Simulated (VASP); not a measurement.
# Br (I4/mmm) in VASP: a series of runs

Runs on Br. Level: PBE+D3(BJ). Tasks: single point.

All numbers are computed with VASP 6.6.1; they aren't measurements. Logs are shortened: lines on timing, memory, paths and dates and some standing lists are left out, and cuts for length are marked.

## Step 1: The cell of the first run

Symmetry: I4/mmm, No. 139, tetragonal system. Conventional cell: a = 2.796 Å, b = 2.796 Å, c = 7.106 Å, α = 90.00°, β = 90.00°, γ = 90.00°. Within 3.7 Å of Br (site symmetry 4/mmm) lie 4 Br at 2.80 Å.

## Step 2: Single point, PBE+D3(BJ)

Contents of INCAR:

```
SYSTEM = Br
  ALGO = Normal
  EDIFF = 1E-6
  ENCUT = 520
  GGA = PE
  ISIF = 2
  ISMEAR = 0
  IVDW = 12
  LASPH = .TRUE.
  LCHARG = .FALSE.
  LREAL = .FALSE.
  LWAVE = .FALSE.
  NBANDS = 10
  NELM = 60
  PREC = Accurate
  SIGMA = 0.15
```

Contents of KPOINTS:

```
k-points
0
G
  22 22 22
  0 0 0
```

Contents of POSCAR:

```
Br
1.0
   -1.3979500000      1.3979500000      3.5532137791
    1.3979500000     -1.3979500000      3.5532137791
    1.3979500000      1.3979500000     -3.5532137791
Br
1
Direct
    0.0000000000      0.0000000000      0.0000000000
```

Potentials or basis: VASP PAW PBE potentials, release 64 (Br).

Run with:

```bash
$ cat potpaw_PBE.64/Br/POTCAR > POTCAR
$ mpirun -np 1 vasp_std > vasp.out
```

OUTCAR:

```text
SYSTEM = Br
   EDIFF = 1E-6
   ENCUT = 520
   GGA = PE
   ISIF = 2
   ISMEAR = 0
   IVDW = 12
   LASPH = .TRUE.
   LREAL = .FALSE.
   NELM = 60
   PREC = Accurate
 IVDW          = 12

 ion  position               nearest neighbor table
   1  0.000  0.000  0.000-

  LATTYP: Found a body centered tetragonal cell.
 ALAT       =     2.7959000000
 C/A-ratio  =     2.5417316636

  Lattice vectors:

 A1 = (  -1.3979500000,   1.3979500000,   3.5532137791)
 A2 = (   1.3979500000,  -1.3979500000,   3.5532137791)
 A3 = (   1.3979500000,   1.3979500000,  -3.5532137791)

Analysis of symmetry for initial positions (statically):
=====================================================================
 Subroutine PRICEL returns:
 Original cell was already a primitive cell.

 Routine SETGRP: Setting up the symmetry group for a
 body centered tetragonal supercell.

 Subroutine GETGRP returns: Found 16 space group operations
 (whereof 16 operations were pure point group operations)
 out of a pool of 16 trial point group operations.

The static configuration has the point symmetry D_4h.

Analysis of symmetry for dynamics (positions and initial velocities):
=====================================================================
 Subroutine PRICEL returns:
 Original cell was already a primitive cell.

 Routine SETGRP: Setting up the symmetry group for a
 body centered tetragonal supercell.

 Subroutine GETGRP returns: Found 16 space group operations
 (whereof 16 operations were pure point group operations)
 out of a pool of 16 trial point group operations.

The dynamic configuration has the point symmetry D_4h.

 Subroutine INISYM returns: Found 16 space group operations
 (whereof 16 operations are pure point group operations),
 and found     1 'primitive' translations

----------------------------------------------------------------------------------------

                                     Primitive cell

  volume of cell :      27.7757

  direct lattice vectors                    reciprocal lattice vectors
    -1.397950000  1.397950000  3.553213779     0.000000000  0.357666583  0.140717680
     1.397950000 -1.397950000  3.553213779     0.357666583  0.000000000  0.140717680
     1.397950000  1.397950000 -3.553213779     0.357666583  0.357666583  0.000000000

  length of vectors
     4.066184522  4.066184522  4.066184522     0.384352508  0.384352508  0.505816933

  position of ions in fractional coordinates (direct lattice)
     0.000000000  0.000000000  0.000000000

  ion indices of the primitive-cell ions
   primitive index   ion index
                 1           1

----------------------------------------------------------------------------------------

 KPOINTS: k-points

Automatic generation of k-mesh.
 Grid dimensions read from file:
 generate k-points for:   22   22   22

 Generating k-lattice:

  Cartesian coordinates                     Fractional coordinates (reciprocal lattice)
     0.000000000  0.016257572  0.006396258     0.045454545  0.000000000  0.000000000
     0.016257572  0.000000000  0.006396258     0.000000000  0.045454545  0.000000000
     0.016257572  0.016257572  0.000000000     0.000000000  0.000000000  0.045454545

  Length of vectors
     0.017470569  0.017470569  0.022991679

  Shift w.r.t. Gamma in fractional coordinates (k-lattice)
     0.000000000  0.000000000  0.000000000

 Subroutine IBZKPT returns following result:
 ===========================================

 Found    834 irreducible k-points:

 Following reciprocal coordinates:
            Coordinates               Weight
  0.000000  0.000000  0.000000      1.000000
  0.045455  0.000000  0.000000      8.000000
  0.090909  0.000000  0.000000      8.000000
  0.136364  0.000000  0.000000      8.000000
  0.181818  0.000000  0.000000      8.000000
  0.227273  0.000000  0.000000      8.000000
[... 16 lines left out ...]
  0.500000  0.045455  0.000000     16.000000
 -0.454545  0.045455  0.000000     16.000000
 [... further k-points ...]
[... 45 lines left out ...]

 k-point     1 :       0.0000    0.0000    0.0000
  band No.  band energies     occupation
      1     -14.7146      2.00000
      2      -0.6255      2.00000
      3       2.9926      0.00000
      4       2.9926      0.00000
      5       7.1897      0.00000
      6      11.6592      0.00000
      7      12.3769      0.00000
      8      18.0291      0.00000
      9      18.0291      0.00000
     10      18.6197      0.00000

 k-point     2 :       0.0455    0.0000    0.0000
  band No.  band energies     occupation
      1     -14.6865      2.00000
      2      -0.6220      2.00000
      3       2.7399      0.00000
      4       3.0101      0.00000
      5       7.2727      0.00000
      6      11.8085      0.00000
      7      12.5538      0.00000
      8      17.0007      0.00000
      9      18.0717      0.00000
     10      19.2738      0.00000

 k-point     3 :       0.0909    0.0000    0.0000
  band No.  band energies     occupation
      1     -14.6033      2.00000
      2      -0.6112      2.00000
      3       2.0799      0.47057
      4       3.0616      0.00000
      5       7.4996      0.00000
      6      12.0338      0.00000
      7      13.2205      0.00000
      8      15.7006      0.00000
      9      18.1985      0.00000
     10      19.7013      0.00000

 k-point     4 :       0.1364    0.0000    0.0000
  band No.  band energies     occupation
      1     -14.4675      2.00000
      2      -0.5933      2.00000
      3       1.1951      2.00000
      4       3.1444      0.00000
      5       7.8353      0.00000
      6      12.2184      0.00000
      7      14.1723      0.00000
      8      14.6359      0.00000
      9      18.4061      0.00000
     10      20.0295      0.00000
[... 222 lines left out ...]
 k-point    22 :       0.4545    0.0455   -0.0000
  band No.  band energies     occupation
      1     -12.8917      2.00000
      2      -4.1866      2.00000
      3      -0.1626      2.00000
      4       3.7536      0.00000
      5       8.1787      0.00000
      6      14.2469      0.00000
      7      14.5658      0.00000
      8      16.5090      0.00000
      9      17.0754      0.00000
     10      20.0153      0.00000

 k-point    23 :       0.5000    0.0455    0.0000
  band No.  band energies     occupation
      1     -12.8430      2.00000
      2      -4.3024      2.00000
      3      -0.1159      2.00000
      4       3.7807      0.00000
      5       8.0963      0.00000
      6      14.3718      0.00000
      7      14.5757      0.00000
      8      16.4527      0.00000
      9      16.9243      0.00000
     10      19.9158      0.00000

 k-point    24 :      -0.4545    0.0455    0.0000
  band No.  band energies     occupation
      1     -12.8999      2.00000
      2      -4.1767      2.00000
      3      -0.1015      2.00000
      4       3.7581      0.00000
      5       8.1725      0.00000
      6      13.8308      0.00000
      7      14.3220      0.00000
      8      16.4132      0.00000
      9      17.8403      0.00000
     10      20.0132      0.00000

 [... further k-points ...]

------------------------ aborting loop because EDIFF is reached ----------------------------------------

 Edisp (eV)   -0.26078

 E8    (eV) :    -0.1032

  FORCE on cell =-STRESS in cart. coord.  units (eV):
  Direction    XX          YY          ZZ          XY          YZ          ZX
  --------------------------------------------------------------------------------------
  -------------------------------------------------------------------------------------
  Total       0.51182     0.51182    -0.00478     0.00000     0.00000     0.00000
  in kB      29.52318    29.52318    -0.27589     0.00000     0.00000     0.00000
  external pressure =       19.59 kB  Pullay stress =        0.00 kB

 VOLUME and BASIS-vectors are now :
 -----------------------------------------------------------------------------
  energy-cutoff  :      520.00
  volume of cell :       27.78
      direct lattice vectors                 reciprocal lattice vectors
    -1.397950000  1.397950000  3.553213779     0.000000000  0.357666583  0.140717680
     1.397950000 -1.397950000  3.553213779     0.357666583  0.000000000  0.140717680
     1.397950000  1.397950000 -3.553213779     0.357666583  0.357666583  0.000000000

 POSITION                                       TOTAL-FORCE (eV/Angst)
 -----------------------------------------------------------------------------------
      0.00000      0.00000      0.00000         0.000000      0.000000     -0.000000
 -----------------------------------------------------------------------------------
    total drift:                               -0.000000     -0.000000     -0.000000

  FREE ENERGIE OF THE ION-ELECTRON SYSTEM (eV)
  ---------------------------------------------------
  free  energy   TOTEN  =        -1.6884842843 eV

  energy  without entropy=       -1.6831169198  energy(sigma->0) =       -1.68580060
```

It took 4.3 min on 1 thread of Intel Xeon Platinum 8259CL at 2.50GHz (Skylake/Cascade Lake), shared host; peak memory 0.34 GiB.

What came out:

| Item | Value |
| --- | --- |
| Free energy | -1.6885 eV |
| Pressure | 2.0 GPa |
| Band gap on the k mesh | zero (an odd number of electrons rules out a gap without spin polarisation) |
| Dispersion energy per atom | -0.261 eV |

Stress tensor (GPa, compression positive):
```
 2.95  0.00  0.00
 0.00  2.95  0.00
 0.00  0.00 -0.03
```

Caveat: an odd number of electrons without spin polarisation forces a metal; a magnetic or distorted state may lie lower.

## Step 3: Single point, PBE+D3(BJ)

This run uses another cell than the first one, of the same volume but with other edges.

Contents of INCAR:

```
SYSTEM = Br
PREC = Accurate
ENCUT = 520
EDIFF = 1E-7
ISMEAR = 0
SIGMA = 0.15
LREAL = .False.
LASPH = .True.
NELM = 100
ALGO = Normal
ISIF = 2
LWAVE = .False.
LCHARG = .False.
GGA = PE
IVDW = 12
NBANDS = 10
```

Contents of KPOINTS:

```
Automatic mesh
0
Gamma
  22 22 22
  0 0 0
```

Contents of POSCAR:

```
Br
1.0
   -1.4690500000      1.4690500000      3.2121000000
    1.4690500000     -1.4690500000      3.2121000000
    1.4690500000      1.4690500000     -3.2121000000
Br
1
Direct
    0.0000000000      0.0000000000      0.0000000000
```

Potentials or basis: VASP PAW PBE potentials, release 64 (Br).

Run with:

```bash
$ cat potpaw_PBE.64/Br/POTCAR > POTCAR
$ mpirun -np 1 vasp_std > vasp.out
```

It took 3.2 min on 1 thread of Intel Xeon Platinum 8259CL at 2.50GHz (Skylake/Cascade Lake), shared host; peak memory 0.34 GiB.

The run converged. Its results:

| Quantity | Value |
| --- | --- |
| Free energy | -1.6474 eV |
| Pressure | -2.1 GPa |
| Band gap on the k mesh | zero (an odd number of electrons rules out a gap without spin polarisation) |
| Dispersion energy per atom | -0.266 eV |

Stress tensor (GPa, compression positive):
```
-4.50  0.00  0.00
 0.00 -4.50  0.00
 0.00  0.00  2.72
```

Levels at points of the mesh, in eV from the Fermi level:
| k point | band 1 | band 2 | band 3 | band 4 | band 5 | band 6 | band 7 | band 8 | band 9 |
| --- | --- | --- | --- | --- | --- | --- | --- | --- | --- |
| (0.00, 0.00, 0.00) | -15.80 | -1.12 | 0.92 | 0.92 | 6.55 | 10.29 | 10.82 | 15.05 | 15.05 |
| (0.50, 0.00, 0.00) | -14.30 | -5.22 | -1.48 | 1.55 | 6.80 | 11.78 | 14.15 | 14.72 | 17.10 |
| (0.50, 0.50, 0.00) | -13.08 | -4.14 | -3.51 | -0.59 | 5.84 | 8.06 | 14.31 | 14.92 | 15.68 |
| (0.50, 0.50, 0.50) | -15.30 | -4.37 | 0.54 | 0.54 | 8.78 | 9.20 | 13.89 | 19.75 | 19.75 |

Caveat: the stress differs along the axes, from -5 to 3 GPa; an odd number of electrons without spin polarisation forces a metal; a magnetic or distorted state may lie lower.

## Step 4: Single point, PBE+D3(BJ)

This run uses another cell than the first one, of 28.13 Å³/atom.

Contents of INCAR:

```
PREC = Accurate ; ENCUT = 520
EDIFF = 1E-6 ; ISMEAR = 0
SIGMA = 0.15 ; LREAL = F
LASPH = T ; NELM = 80
ALGO = Normal ; ISIF = 2
LWAVE = F ; LCHARG = F
GGA = PE ; IVDW = 12
NBANDS = 10
```

Contents of KPOINTS:

```
regular mesh
0
Gamma
  22 22 22
```

Contents of POSCAR:

```
Br
1.0
   -1.3742500000      1.3742500000      3.7237500000
    1.3742500000     -1.3742500000      3.7237500000
    1.3742500000      1.3742500000     -3.7237500000
Br
1
Direct
    0.0000000000      0.0000000000      0.0000000000
```

Run with:

```bash
$ cat potpaw_PBE.64/Br/POTCAR > POTCAR
$ mpirun -np 1 vasp_std > vasp.out
```

Wall time 2.9 min (1 thread of Intel Xeon Platinum 8259CL at 2.50GHz (Skylake/Cascade Lake), shared host); peak memory 0.35 GiB.

The run converged. Its results:

```yaml
Free_energy: -1.6571 eV
Pressure: 4.1 GPa
Band_gap_on_the_k_mesh: zero (an odd number of electrons rules out a gap without spin polarisation)
Dispersion_energy_per_atom: -0.255 eV
```

Stress tensor (GPa, compression positive):
```
 6.48  0.00  0.00
 0.00  6.48  0.00
 0.00  0.00 -0.79
```

Levels at points of the mesh, in eV from the Fermi level:
| k point | band 2 | band 3 | band 4 | band 5 | band 6 | band 7 |
| --- | --- | --- | --- | --- | --- | --- |
| (0.00, 0.00, 0.00) | -3.23 | 1.03 | 1.03 | 4.64 | 9.44 | 10.34 |
| (0.50, 0.00, 0.00) | -6.78 | -2.37 | 2.17 | 5.80 | 12.16 | 12.21 |
| (0.50, 0.50, 0.00) | -5.16 | -4.96 | -0.81 | 4.80 | 8.17 | 11.63 |
| (0.50, 0.50, 0.50) | -5.09 | 0.92 | 0.92 | 9.08 | 9.68 | 10.81 |

Caveat: the stress differs along the axes, from -1 to 6 GPa; an odd number of electrons without spin polarisation forces a metal; a magnetic or distorted state may lie lower.

## Step 5: Single point, PBE+D3(BJ)

This run uses another cell than the first one, of 28.27 Å³/atom.

Contents of INCAR:

```
SYSTEM = Br
PREC     = Accurate       ! precision mode
ENCUT    = 520            ! plane-wave cutoff, eV
EDIFF    = 1E-6           ! SCF threshold, eV
ISMEAR   = 0              ! smearing method
SIGMA    = 0.15           ! smearing width, eV
LREAL    = .FALSE.        ! projectors in reciprocal space
LASPH    = .TRUE.         ! aspherical terms in the spheres
NELM     = 100            ! most SCF steps
ALGO     = Normal         ! electronic algorithm
ISIF     = 2              ! what is computed and relaxed
LWAVE    = .FALSE.        ! write WAVECAR
LCHARG   = .FALSE.        ! write CHGCAR
GGA      = PE             ! functional
IVDW     = 12             ! dispersion correction
NBANDS   = 10             ! bands
```

Contents of KPOINTS:

```
regular mesh
0
G
  22 22 22
  0 0 0
```

Contents of POSCAR:

```
Br
1.0
   -1.4453500000      1.4453500000      3.3826500000
    1.4453500000     -1.4453500000      3.3826500000
    1.4453500000      1.4453500000     -3.3826500000
Br
1
Direct
    0.0000000000      0.0000000000      0.0000000000
```

Run with:

```bash
$ cat potpaw_PBE.64/Br/POTCAR > POTCAR
$ mpirun -np 1 vasp_std > vasp.out
```

Wall time 4.3 min (1 thread of Intel Xeon Platinum 8259CL at 2.50GHz (Skylake/Cascade Lake), shared host); peak memory 0.35 GiB.

Results (log left out):

```
Free energy                : -1.6845 eV
Pressure                   : -1.3 GPa
Band gap on the k mesh     : zero (an odd number of electrons rules out a gap without spin polarisation)
Dispersion energy per atom : -0.259 eV
```

Stress tensor (GPa, compression positive):
```
-2.49  0.00  0.00
 0.00 -2.49  0.00
 0.00  0.00  1.12
```

Levels at points of the mesh, in eV from the Fermi level:
| k point | band 1 | band 2 | band 3 | band 4 | band 5 | band 6 | band 7 | band 8 | band 9 |
| --- | --- | --- | --- | --- | --- | --- | --- | --- | --- |
| (0.00, 0.00, 0.00) | -16.05 | -1.73 | 0.91 | 0.91 | 5.97 | 10.03 | 10.49 | 15.45 | 15.45 |
| (0.50, 0.00, 0.00) | -14.47 | -5.53 | -1.72 | 1.68 | 6.52 | 11.89 | 13.51 | 14.91 | 16.07 |
| (0.50, 0.50, 0.00) | -13.12 | -4.33 | -3.89 | -0.63 | 5.63 | 8.15 | 13.36 | 14.34 | 15.03 |
| (0.50, 0.50, 0.50) | -15.69 | -4.45 | 0.65 | 0.65 | 9.04 | 9.24 | 12.86 | 19.18 | 19.33 |

Caveat: an odd number of electrons without spin polarisation forces a metal; a magnetic or distorted state may lie lower.

## Step 6: Single point, PBE+D3(BJ)

This run uses another cell than the first one, of 28.41 Å³/atom.

Contents of INCAR:

```
PREC = Accurate ; ENCUT = 520
EDIFF = 1E-7 ; ISMEAR = 0
SIGMA = 0.15 ; LREAL = F
LASPH = T ; NELM = 80
ALGO = Normal ; ISIF = 2
LWAVE = F ; LCHARG = F
GGA = PE ; IVDW = 12
NBANDS = 10
```

Contents of KPOINTS:

```
regular mesh
0
Gamma
  22 22 22
```

Contents of POSCAR:

```
Br
1.0
   -1.3505500000      1.3505500000      3.8943000000
    1.3505500000     -1.3505500000      3.8943000000
    1.3505500000      1.3505500000     -3.8943000000
Br
1
Direct
    0.0000000000      0.0000000000      0.0000000000
```

Potentials or basis: VASP PAW PBE potentials, release 64 (Br).

Run with:

```bash
$ cat potpaw_PBE.64/Br/POTCAR > POTCAR
$ mpirun -np 1 vasp_std > vasp.out
```

Wall time 2.8 min (1 thread of Intel Xeon Platinum 8259CL at 2.50GHz (Skylake/Cascade Lake), shared host); peak memory 0.35 GiB.

Results (log left out):

| Item | Value |
| --- | --- |
| Free energy | -1.5969 eV |
| Pressure | 6.6 GPa |
| Band gap on the k mesh | zero (an odd number of electrons rules out a gap without spin polarisation) |
| Dispersion energy per atom | -0.249 eV |

Stress tensor (GPa, compression positive):
```
10.56  0.00  0.00
 0.00 10.56  0.00
 0.00  0.00 -1.25
```

Levels at points of the mesh, in eV from the Fermi level:
| k point | band 1 | band 2 | band 3 | band 4 | band 5 | band 6 | band 7 | band 8 | band 9 |
| --- | --- | --- | --- | --- | --- | --- | --- | --- | --- |
| (0.00, 0.00, 0.00) | -17.50 | -3.82 | 1.09 | 1.09 | 4.12 | 9.24 | 10.39 | 16.69 | 16.80 |
| (0.50, 0.00, 0.00) | -15.34 | -7.26 | -2.60 | 2.37 | 5.56 | 11.56 | 12.08 | 12.94 | 15.40 |
| (0.50, 0.50, 0.00) | -13.23 | -5.49 | -5.36 | -0.88 | 4.47 | 8.21 | 11.02 | 13.17 | 13.94 |
| (0.50, 0.50, 0.50) | -17.38 | -5.31 | 1.01 | 1.01 | 9.00 | 9.83 | 9.92 | 13.64 | 18.79 |

Caveat: the stress differs along the axes, from -1 to 11 GPa; an odd number of electrons without spin polarisation forces a metal; a magnetic or distorted state may lie lower.

## Step 7: Summary

```tsv
cell	gap on the mesh (eV)	pressure (GPa)
a = 4.066 Å, angles 139.8, 139.8, 58.2°, 1 atom	none	2.0
a = 3.825 Å, angles 134.8, 134.8, 65.8°, 1 atom	none	-2.1
a = 4.200 Å, angles 141.8, 141.8, 55.1°, 1 atom	none	4.1
a = 3.952 Å, angles 137.1, 137.1, 62.3°, 1 atom	none	-1.3
a = 4.337 Å, angles 143.7, 143.7, 52.3°, 1 atom	none	6.6
```

Alike in all rows: task single point; level PBE+D3(BJ); potentials or basis VASP PAW PBE potentials, release 64 (Br); no spin polarisation; k mesh 22 × 22 × 22; cutoff (eV) 520; smearing gaussian 0.15 eV.

Caveats: an odd number of electrons without spin polarisation forces a metal; a magnetic or distorted state may lie lower; the stress differs along the axes, from -5 to 3 GPa (at least some runs); the stress differs along the axes, from -1 to 6 GPa (at least some runs); the stress differs along the axes, from -1 to 11 GPa (at least some runs).

Total energies depend on the potentials used, so only differences within one code and one set of settings carry meaning.
